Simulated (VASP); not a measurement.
Input of a VASP 6.6.1 run:

INCAR

```
ALGO     = Normal         # electronic algorithm
EDIFF    = 1E-6           # SCF threshold, eV
ENCUT    = 520            # plane-wave cutoff, eV
GGA      = PE             # functional
ISIF     = 2              # what is computed and relaxed
ISMEAR   = 0              # smearing method
LASPH    = T              # aspherical terms in the spheres
LCHARG   = F              # write CHGCAR
LREAL    = F              # projectors in reciprocal space
LWAVE    = F              # write WAVECAR
NBANDS   = 10             # bands
NELM     = 100            # most SCF steps
PREC     = Accurate       # precision mode
SIGMA    = 0.05           # smearing width, eV
```

KPOINTS

```
k-points
0
Gamma
  4 4 4
```

Contents of POSCAR:

```
Cs
1.0
    0.0000000000      3.8112616062      3.8112616062
    3.8112616062      0.0000000000      3.8112616062
    3.8112616062      3.8112616062      0.0000000000
Cs
1
Direct
    0.0000000000      0.0000000000      0.0000000000
```

Potentials or basis: VASP PAW PBE potentials, release 64 (Cs_sv).

The run is started by

```sh
$ cat potpaw_PBE.64/Cs_sv/POTCAR > POTCAR
$ mpirun -np 1 vasp_std > vasp.out
```

Question: Estimate the pressure.

Answer: 0.1 GPa.
